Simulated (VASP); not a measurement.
# TaN (P-6m2) in VASP: a series of runs

TaN is run at these levels: r2SCAN; tasks: relaxation of the atoms.

All numbers are computed with VASP 6.6.1; they aren't measurements. Logs are shortened: lines on timing, memory, paths and dates and some standing lists are left out, and cuts for length are marked.

### Step 1. The cell of the first run

Symmetry: P-6m2, No. 187, hexagonal system. The conventional cell has a = 2.994 Å, b = 2.994 Å, c = 2.941 Å, α = 90.00°, β = 90.00°, γ = 120.00°. Ta (site symmetry -6m2) has 6 N at 2.27 Å and 8 Ta at 2.94 to 2.99 Å within 3.0 Å. N (site symmetry -6m2) has 6 Ta at 2.27 Å and 8 N at 2.94 to 2.99 Å within 3.0 Å.

### Step 2. Relaxation of the atoms, r2SCAN

POSCAR

```
TaN
1.0
    2.9938596300      0.0000000000      0.0000000000
   -1.4969298200      2.5927585000      0.0000000000
    0.0000000000      0.0000000000      2.9414807600
Ta N
1 1
Direct
    0.3333333300      0.6666666700      0.5000000000
    0.0000000000      0.0000000000      0.0000000000
```

INCAR.step1

```
SYSTEM = TaN
  PREC = Accurate
  ENCUT = 520
  ISMEAR = -1
  SIGMA = 0.1
  LREAL = .FALSE.
  LASPH = .TRUE.
  NELM = 60
  GGA = PE
  ALGO = Normal
  EDIFF = 1E-4
  LWAVE = .TRUE.
  LCHARG = .FALSE.
```

INCAR.step2

```
SYSTEM = TaN
  PREC = Accurate
  ENCUT = 520
  EDIFF = 1E-6
  ISMEAR = -1
  SIGMA = 0.1
  LREAL = .FALSE.
  LASPH = .TRUE.
  NELM = 60
  ALGO = Normal
  ISIF = 2
  LWAVE = .FALSE.
  LCHARG = .FALSE.
  METAGGA = R2SCAN
  LMIXTAU = .TRUE.
  IBRION = 2
  NSW = 50
  EDIFFG = -0.01
  ISTART = 1
```

KPOINTS

```
regular mesh
0
G
  13 13 12
  0 0 0
```

Potentials or basis: VASP PAW PBE potentials, release 64 (Ta_pv, N).

Run with:

```sh
> cat potpaw_PBE.64/Ta_pv/POTCAR potpaw_PBE.64/N/POTCAR > POTCAR
> cp INCAR.step1 INCAR
> mpirun -np 1 vasp_std > vasp.out
> cp INCAR.step2 INCAR
> mpirun -np 1 vasp_std > vasp.out
```

OUTCAR:

```text
SYSTEM = TaN
   PREC = Accurate
   ENCUT = 520
   EDIFF = 1E-6
   ISMEAR = -1
   LREAL = .FALSE.
   LASPH = .TRUE.
   NELM = 60
   ISIF = 2
   METAGGA = R2SCAN
   IBRION = 2
   NSW = 50
   EDIFFG = -0.01
   ISTART = 1

 ion  position               nearest neighbor table
   1  0.333  0.667  0.500-   2 2.27   2 2.27   2 2.27   2 2.27   2 2.27   2 2.27
   2  0.000  0.000  0.000-   1 2.27   1 2.27   1 2.27   1 2.27   1 2.27   1 2.27

  LATTYP: Found a hexagonal cell.
 ALAT       =     2.9938596300
 C/A-ratio  =     0.9825045672

  Lattice vectors:

 A1 = (   2.9938596300,   0.0000000000,   0.0000000000)
 A2 = (  -1.4969298200,   2.5927585000,   0.0000000000)
 A3 = (   0.0000000000,   0.0000000000,   2.9414807600)

Analysis of symmetry for initial positions (statically):
=====================================================================
 Subroutine PRICEL returns:
 Original cell was already a primitive cell.

 Routine SETGRP: Setting up the symmetry group for a
 hexagonal supercell.

 Subroutine GETGRP returns: Found 12 space group operations
 (whereof 12 operations were pure point group operations)
 out of a pool of 24 trial point group operations.

The static configuration has the point symmetry D_3h.

Analysis of symmetry for dynamics (positions and initial velocities):
=====================================================================
 Subroutine PRICEL returns:
 Original cell was already a primitive cell.

 Routine SETGRP: Setting up the symmetry group for a
 hexagonal supercell.

 Subroutine GETGRP returns: Found 12 space group operations
 (whereof 12 operations were pure point group operations)
 out of a pool of 24 trial point group operations.

The dynamic configuration has the point symmetry D_3h.

 Subroutine INISYM returns: Found 12 space group operations
 (whereof 12 operations are pure point group operations),
 and found     1 'primitive' translations

----------------------------------------------------------------------------------------

                                     Primitive cell

  volume of cell :      22.8328

  direct lattice vectors                    reciprocal lattice vectors
     2.993859630  0.000000000  0.000000000     0.334016996  0.192844803  0.000000000
    -1.496929820  2.592758500  0.000000000     0.000000000  0.385689604  0.000000000
     0.000000000  0.000000000  2.941480760     0.000000000  0.000000000  0.339964828

  length of vectors
     2.993859630  2.993859637  2.941480760     0.385689605  0.385689604  0.339964828

  position of ions in fractional coordinates (direct lattice)
     0.333333330  0.666666670  0.500000000
     0.000000000  0.000000000  0.000000000

  ion indices of the primitive-cell ions
   primitive index   ion index
                 1           1
                 2           2

----------------------------------------------------------------------------------------

 KPOINTS: regular mesh

Automatic generation of k-mesh.
 Grid dimensions read from file:
 generate k-points for:   13   13   12

 Generating k-lattice:

  Cartesian coordinates                     Fractional coordinates (reciprocal lattice)
     0.025693615  0.014834216  0.000000000     0.076923077  0.000000000  0.000000000
     0.000000000  0.029668431  0.000000000     0.000000000  0.076923077  0.000000000
     0.000000000  0.000000000  0.028330402     0.000000000  0.000000000  0.083333333

  Length of vectors
     0.029668431  0.029668431  0.028330402

  Shift w.r.t. Gamma in fractional coordinates (k-lattice)
     0.000000000  0.000000000  0.000000000

 Subroutine IBZKPT returns following result:
 ===========================================

 Found    147 irreducible k-points:

 Following reciprocal coordinates:
            Coordinates               Weight
  0.000000  0.000000  0.000000      1.000000
  0.076923 -0.000000  0.000000      6.000000
  0.153846  0.000000  0.000000      6.000000
  0.230769  0.000000  0.000000      6.000000
  0.307692  0.000000  0.000000      6.000000
  0.384615  0.000000  0.000000      6.000000
[... 16 lines left out ...]
  0.076923 -0.000000  0.083333     12.000000
  0.153846  0.000000  0.083333     12.000000
 [... further k-points ...]
   k-points           NKPTS =    147   k-points in BZ     NKDIM =    147   number of bands    NBANDS=     12
   number of dos      NEDOS =    301   number of ions     NIONS =      2
   total plane-waves  NPLWV =  13824
   dimension x,y,z NGX =    24 NGY =   24 NGZ =   24
   dimension x,y,z NGXF=    48 NGYF=   48 NGZF=   48
   ions per type =               1   1
   NGX,Y,Z   is equivalent  to a cutoff of  13.33, 13.33, 13.56 a.u.
   NGXF,Y,Z  is equivalent  to a cutoff of  26.65, 26.65, 27.13 a.u.
 SYSTEM =  TaN
   PREC   = accura    normal or accurate (medium, high low for compatibility)
   ISTART =      1    job   : 0-new  1-cont  2-samecut
   ICHARG =      0    charge: 1-file 2-atom 10-const
   ISPIN  =      1    spin polarized calculation?
   LNONCOLLINEAR =      F non collinear calculations
   LSORBIT =      F    spin-orbit coupling
   LASPH  =      T    aspherical Exc in radial PAW
   ENCUT  =  520.0 eV  38.22 Ry    6.18 a.u.   5.57  5.57  5.47*2*pi/ulx,y,z
   NELM   =     60;   NELMIN=  2; NELMDL=  0     # of ELM steps
   EDIFF  = 0.1E-05   stopping-criterion for ELM
   LREAL  =      F    real-space projection
   EDIFFG = -.1E-01   stopping-criterion for IOM
   NSW    =     50    number of steps for IOM
   IBRION =      2    ionic relax: 0-MD 1-quasi-New 2-CG
   NFREE  =      1    steps in history (QN), initial steepest desc. (CG)
   ISIF   =      2    stress and relaxation
   ISYM   =      2    0-nonsym 1-usesym 2-fastsym
   POTIM  = 0.5000    time-step for ionic-motion
   TEBEG  =    0.0;   TEEND  =   0.0 temperature during run
   PSTRESS=    0.0 pullay stress
   NELECT =      16.0000    total number of electrons
   NUPDOWN=      -1.0000    fix difference up-down
   EMIN   =  10.00;   EMAX   =-10.00  energy-range for DOS
   EFERMI =   0.00;   METHOD = LEGACY
   ISMEAR =    -1;   SIGMA  =   0.10  broadening in eV -4-tet -1-fermi 0-gaus
   EFERMI_NEDOS =   21; number of points for ismear=-14 and -15
   IALGO  =     38    algorithm
   IMIX   =      4    mixing-type and parameters
     AMIX     =   0.40;   BMIX     =  1.00
     AMIX_MAG =   1.60;   BMIX_MAG =  1.00
  volume/ion in A,a.u.               =      11.42        77.04
  Fermi-wavevector in a.u.,A,eV,Ry     =   1.454102  2.747855 28.768346  2.114414
  Thomas-Fermi vector in A             =   2.571292
   LORBIT       =      0    0 simple, 1 ext, 2 COOP (PROOUT), +10 PAW based schemes
   METAGGA = R2SCAN    functional components
   LHFCALC =     F    Hartree Fock is set to
   AEXX    =    0.0000 exact exchange contribution
   IVDW    =     0    specifies the selected vdW correction
   LEPSILON=     F    determine dielectric tensor
   LRPA    =     F    only Hartree local field effects (RPA)
 conjugate gradient relaxation of ions
 non-spin polarized calculation
  energy-cutoff  :      520.00
  volume of cell :       22.83
 maximum number of plane-waves:       634
 NGX is ok and might be reduce to    24
   NGX = 11   NGY = 11   NGZ = 11

 number of electron      16.0000000 magnetization

 Free energy of the ion-electron system (eV)
  ---------------------------------------------------
  ext. energy  EPLUGINS =         0.00000000
  ---------------------------------------------------
  free energy    TOTEN  =       -60.33019290 eV

  energy without entropy =      -60.32802825  energy(sigma->0) =      -60.32911058

 E-fermi :   7.6117     XC(G=0): -13.9913

 val. band max:        7.5475248638   @ k =   0.0000   0.0000   0.5000
 cond. band min:       7.6173496380   @ k =   0.0000   0.0000   0.4167
 fundamental gap:      0.0698247742
 Fermi energy:         7.6117438320

 k-point     1 :       0.0000    0.0000    0.0000
  band No.  band energies     occupation
      1     -28.6974      2.00000
      2     -28.4604      2.00000
      3     -28.4604      2.00000
      4     -10.7374      2.00000
      5       3.0657      2.00000
      6       3.0657      2.00000
      7       3.4826      2.00000
      8       4.5536      2.00000
      9       9.6791      0.00000
     10      11.0975      0.00000
     11      11.0975      0.00000
     12      11.5223      0.00000

 k-point     2 :       0.0769   -0.0000    0.0000
  band No.  band energies     occupation
      1     -28.6907      2.00000
      2     -28.5139      2.00000
      3     -28.4719      2.00000
      4     -10.6270      2.00000
      5       2.7066      2.00000
      6       3.1512      2.00000
      7       3.6359      2.00000
      8       4.3919      2.00000
      9      10.1031      0.00000
     10      10.8793      0.00000
     11      11.1166      0.00000
     12      11.4642      0.00000

 k-point     3 :       0.1538    0.0000    0.0000
  band No.  band energies     occupation
      1     -28.6722      2.00000
      2     -28.6596      2.00000
      3     -28.5038      2.00000
      4     -10.3183      2.00000
      5       1.9053      2.00000
      6       3.3829      2.00000
      7       3.9835      2.00000
      8       4.0158      2.00000
      9      10.2115      0.00000
     10      11.2021      0.00000
     11      11.2739      0.00000
     12      11.3073      0.00000
[... 286 lines left out ...]
 k-point    23 :       0.0769   -0.0000    0.0833
  band No.  band energies     occupation
      1     -28.7449      2.00000
      2     -28.5090      2.00000
      3     -28.4675      2.00000
      4     -10.5032      2.00000
      5       2.7644      2.00000
      6       2.9302      2.00000
      7       3.1968      2.00000
      8       4.9932      2.00000
      9      10.2053      0.00000
     10      10.2671      0.00000
     11      10.4082      0.00000
     12      12.1123      0.00000

 k-point    24 :       0.1538    0.0000    0.0833
  band No.  band energies     occupation
      1     -28.7269      2.00000
      2     -28.6520      2.00000
      3     -28.4992      2.00000
      4     -10.2104      2.00000
      5       1.9685      2.00000
      6       3.0646      2.00000
      7       3.3995      2.00000
      8       4.8204      2.00000
      9      10.1005      0.00000
     10      10.2688      0.00000
     11      11.1421      0.00000
     12      12.1261      0.00000

 [... further k-points ...]

------------------------ aborting loop because EDIFF is reached ----------------------------------------

  FORCE on cell =-STRESS in cart. coord.  units (eV):
  Direction    XX          YY          ZZ          XY          YZ          ZX
  --------------------------------------------------------------------------------------
  -------------------------------------------------------------------------------------
  Total       -2.3791596     -2.3791596     -2.6481319      0.0000000      0.0000000      0.0000000
  in kB     -166.9454755   -166.9454761   -185.8192438      0.0000003      0.0000000      0.0000000
  external PRESSURE =    -173.2367318 kB  Pullay stress =       0.0000000 kB

 VOLUME and BASIS-vectors are now :
 -----------------------------------------------------------------------------
  energy-cutoff  :      520.00
  volume of cell :       22.83
      direct lattice vectors                 reciprocal lattice vectors
     2.993859630  0.000000000  0.000000000     0.334016996  0.192844803  0.000000000
    -1.496929820  2.592758500  0.000000000     0.000000000  0.385689604  0.000000000
     0.000000000  0.000000000  2.941480760     0.000000000  0.000000000  0.339964828

 POSITION                                       TOTAL-FORCE (eV/Angst)
 -----------------------------------------------------------------------------------
     -0.00000      1.72851      1.47074         0.000000     -0.000000      0.000000
      0.00000      0.00000      0.00000        -0.000000      0.000000      0.000000
 -----------------------------------------------------------------------------------
    total drift:                                0.000003     -0.000002     -0.000000

  FREE ENERGIE OF THE ION-ELECTRON SYSTEM (eV)
  ---------------------------------------------------
  free  energy   TOTEN  =       -60.3301929028 eV

  energy  without entropy=      -60.3280282518  energy(sigma->0) =      -60.32911058

 reached required accuracy - stopping structural energy minimisation
```

Wall time 76 s (1 thread of Intel Xeon Platinum 8559C (Emerald Rapids), shared host); peak memory 0.17 GiB.

What came out:

```
Free energy             : -60.3302 eV
Pressure after relaxing : -17.3 GPa
Band gap on the k mesh  : zero (bands 8 and 9 overlap by 0.35 eV)
```

Final structure:
```
Ta N
1.0
     2.99386    0.00000    0.00000
    -1.49693    2.59276    0.00000
     0.00000    0.00000    2.94148
Ta N
1 1
Cartesian
  0.0000 1.7285 1.4707
  0.0000 0.0000 0.0000
```

Caveat: the PAW data sets were made with another functional, which shifts forces and pressure a little; spin-orbit coupling is left out, which moves the levels of the heavy elements.

### Step 3. Relaxation of the atoms, r2SCAN

This run uses another cell than the first one, of 10.77 Å³/atom.

POSCAR

```
TaN
1.0
    2.9362710700      0.0000000000      0.0000000000
   -1.4681355300      2.5428853400      0.0000000000
    0.0000000000      0.0000000000      2.8848997300
Ta N
1 1
Direct
    0.3333333300      0.6666666700      0.5000000000
    0.0000000000      0.0000000000      0.0000000000
```

INCAR.step1

```
SYSTEM = TaN
PREC = Accurate
ENCUT = 520
ISMEAR = -1
SIGMA = 0.1
LREAL = .FALSE.
LASPH = .TRUE.
NELM = 80
GGA = PE
ALGO = Normal
EDIFF = 1E-4
LWAVE = .TRUE.
LCHARG = .FALSE.
```

INCAR.step2

```
SYSTEM = TaN
PREC = Accurate
ENCUT = 520
EDIFF = 1E-6
ISMEAR = -1
SIGMA = 0.1
LREAL = .FALSE.
LASPH = .TRUE.
NELM = 80
ALGO = Normal
ISIF = 2
LWAVE = .FALSE.
LCHARG = .FALSE.
METAGGA = R2SCAN
LMIXTAU = .TRUE.
IBRION = 2
NSW = 50
EDIFFG = -0.01
ISTART = 1
```

KPOINTS

```
Automatic mesh
0
G
  13 13 12
  0 0 0
```

Potentials or basis: VASP PAW PBE potentials, release 64 (Ta_pv, N).

Run with:

```sh
> cat potpaw_PBE.64/Ta_pv/POTCAR potpaw_PBE.64/N/POTCAR > POTCAR
> cp INCAR.step1 INCAR
> mpirun -np 1 vasp_std > vasp.out
> cp INCAR.step2 INCAR
> mpirun -np 1 vasp_std > vasp.out
```

It took 49 s on 1 thread of Intel Xeon 6975P-C (Granite Rapids), shared host; peak memory 0.17 GiB.

Results (log left out):

```yaml
Free_energy: -60.3966 eV
Pressure_after_relaxing: 1.5 GPa
Band_gap_on_the_k_mesh: zero (bands 8 and 9 overlap by 0.37 eV)
```

Stress tensor (GPa, compression positive):
```
1.47 0.00 0.00
0.00 1.47 0.00
0.00 0.00 1.67
```

Final structure:
```xyz
2
Lattice="2.9363 0.0000 0.0000 -1.4681 2.5429 0.0000 0.0000 0.0000 2.8849" Properties=species:S:1:pos:R:3 pbc="T T T"
Ta    0.0000    1.6953    1.4424
N     0.0000    0.0000    0.0000
```

Levels at points of the mesh, in eV from the Fermi level:
| k point | band 4 | band 5 | band 6 | band 7 | band 8 | band 9 | band 10 | band 11 | band 12 |
| --- | --- | --- | --- | --- | --- | --- | --- | --- | --- |
| (0.00, 0.00, 0.00) | -18.80 | -4.81 | -4.81 | -4.39 | -3.14 | 2.51 | 3.76 | 3.76 | 4.24 |
| (0.00, 0.00, 0.50) | -16.16 | -9.71 | -3.95 | -3.95 | -0.07 | -0.07 | 2.38 | 3.64 | 3.64 |

Caveat: the PAW data sets were made with another functional, which shifts forces and pressure a little; spin-orbit coupling is left out, which moves the levels of the heavy elements.

The gap in the log of VASP goes by the Fermi energy; the results here count the filled bands.